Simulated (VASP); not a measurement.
Input of a VASP 6.6.1 run:

The input INCAR:

```
SYSTEM = Be2C
  PREC = Accurate
  ENCUT = 600
  EDIFF = 1E-7
  ISMEAR = 0
  SIGMA = 0.01
  LREAL = .FALSE.
  LASPH = .TRUE.
  NELM = 120
  ALGO = Normal
  ISIF = 3
  LWAVE = .FALSE.
  LCHARG = .FALSE.
  GGA = PS
  IBRION = 2
  NSW = 100
  EDIFFG = -0.01
  GGA_COMPAT = .FALSE.
  NELMIN = 4
```

The input KPOINTS:

```
Automatic mesh
0
G
  8 8 8
  0 0 0
```

Contents of POSCAR:

```
Be2C
1.0
    0.0000000000      2.1650000000      2.1650000000
    2.1650000000      0.0000000000      2.1650000000
    2.1650000000      2.1650000000      0.0000000000
Be C
2 1
Direct
    0.2500000000      0.2500000000      0.2500000000
    0.7500000000      0.7500000000      0.7500000000
    0.0000000000      0.0000000000      0.0000000000
```

Potentials or basis: VASP PAW PBE potentials, release 64 (Be, C).

The run is started by

```sh
$ cat potpaw_PBE.64/Be/POTCAR potpaw_PBE.64/C/POTCAR > POTCAR
$ mpirun -np 1 vasp_std > vasp.out
```

(1) Predict the space group after relaxing (to 0.1 Å).

(2) Estimate the relaxed cell.

(3) What does it give for the relaxed volume?

Answers

(1) Fm-3m (No. 225).

(2) a = 3.051 Å, b = 3.051 Å, c = 3.051 Å, α = 60.00°, β = 60.00°, γ = 60.00°.

(3) 6.69 Å³/atom.

Caveat: the PAW data sets were made with another functional, which shifts forces and pressure a little.
